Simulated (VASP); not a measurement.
Input of a VASP 6.6.1 run:

The input INCAR:

```
PREC = Accurate ; ENCUT = 520
EDIFF = 1E-7 ; ISMEAR = 0
SIGMA = 0.05 ; LREAL = Auto
LASPH = True ; NELM = 80
ALGO = Normal ; ISIF = 2
LWAVE = False ; LCHARG = True
GGA = PE ; IVDW = 12
LELF = True ; LVHAR = True
NBANDS = 72
```

File KPOINTS:

```
regular mesh
0
Gamma
  3 3 3
```

The input POSCAR:

```
Al
1.0
    8.1000000000      0.0000000000      0.0000000000
    0.0000000000      8.1000000000      0.0000000000
    0.0000000000      0.0000000000      8.1000000000
Al
33
Direct
    0.4997906173     -0.0061866667     -0.0011458025
    0.7448227160      0.2423653086     -0.0010962963
    0.7487388889     -0.0126048148      0.2471227160
   -0.0002565432      0.0033945679     -0.0023386420
    0.2547166667      0.2423659259     -0.0010944444
    0.4997900000      0.4852195062     -0.0010906173
    0.7359554321      0.7361386420     -0.0025213580
    0.2508119753     -0.0125428395      0.2470679012
    0.4997911111      0.2423485185      0.2436027160
    0.7576000000      0.4934228395      0.2558954321
    0.4997097531      0.0033212346      0.4981030864
    0.7333380247      0.2314807407      0.4981181481
    0.7477995062     -0.0116528395      0.7500974074
   -0.0002549383      0.4774000000     -0.0026639506
    0.2636048148      0.7361383951     -0.0025204938
   -0.0002565432      0.2316951852      0.2322607407
    0.2419518519      0.4933600000      0.2558312346
    0.4997097531      0.7361835802      0.2348485185
   -0.0001876543      0.0217583951      0.4991129630
    0.2662177778      0.2314834568      0.4981182716
    0.4997091358      0.4773619753      0.4980872840
    0.6951525926      0.7459048148      0.4993425926
    0.2517517284     -0.0115916049      0.7501528395
    0.4997919753      0.2423503704      0.7534883951
    0.7563883951      0.4922971605      0.7414146914
   -0.0001772840      0.7458938272      0.1908435802
   -0.0004869136      0.7043191358      0.4942265432
    0.3040096296      0.7459016049      0.4993448148
   -0.0002556790      0.2313461728      0.7651349383
    0.2431683951      0.4922317284      0.7414837037
    0.4997113580      0.7360932099      0.7624387654
   -0.0001759259      0.7459972840      0.7997913580
   -0.0001823457      0.4050151852      0.4995256790
```

Potentials or basis: VASP PAW PBE potentials, release 64 (Al).

Run with:

```sh
$ cat potpaw_PBE.64/Al/POTCAR > POTCAR
$ mpirun -np 1 vasp_std > vasp.out
```

(1) What does it give for the dispersion energy per atom?

(2) Estimate the band gap on the k mesh.

(3) Predict the pressure.

(4) Estimate the largest force.

Answers

(1) -0.345 eV.

(2) zero (an odd number of electrons rules out a gap without spin polarisation).

(3) 1.2 GPa.

(4) 0.010 eV/Å.
